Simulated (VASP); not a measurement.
Here is a VASP 6.6.1 calculation.

The input INCAR:

```
PREC = Accurate
ENCUT = 520
EDIFF = 1E-6
ISMEAR = 0
SIGMA = 0.1
LREAL = False
LASPH = True
NELM = 60
ALGO = Normal
ISIF = 2
LWAVE = False
LCHARG = True
GGA = PE
LELF = True
LVHAR = True
NBANDS = 30
```

The input KPOINTS:

```
regular mesh
0
Gamma
  4 4 2
```

Contents of POSCAR:

```
BaHf3H2
1.0
    4.3307296232      0.0000000000      0.0000000000
    0.0000000000      4.3307296232      0.0000000000
    0.0000000000      0.0000000000      6.3323721343
Ba Hf H
1 3 2
Direct
    0.5000000000      0.5000000000      0.0000000000
    0.0000000000      0.0000000000      0.0000000000
    0.5000000000      0.5000000000      0.5000000000
    0.0000000000      0.0000000000      0.5000000000
    0.5000000000      0.0000000000      0.5000000000
    0.0000000000      0.5000000000      0.5000000000
```

Potentials or basis: VASP PAW PBE potentials, release 64 (Ba_sv, Hf_pv, H).

Launch:

```bash
$ cat potpaw_PBE.64/Ba_sv/POTCAR potpaw_PBE.64/Hf_pv/POTCAR potpaw_PBE.64/H/POTCAR > POTCAR
$ mpirun -np 1 vasp_std > vasp.out
```

(1) Predict the pressure.

(2) What does it give for the band gap on the k mesh?

Answers

(1) 0.1 GPa.

(2) zero (bands 21 and 22 overlap by 1.29 eV).

Caveat: the k points lie up to 0.50 Å⁻¹ apart, too coarse for converged energies and pressures of a metal; spin-orbit coupling is left out, which moves the levels of the heavy elements.
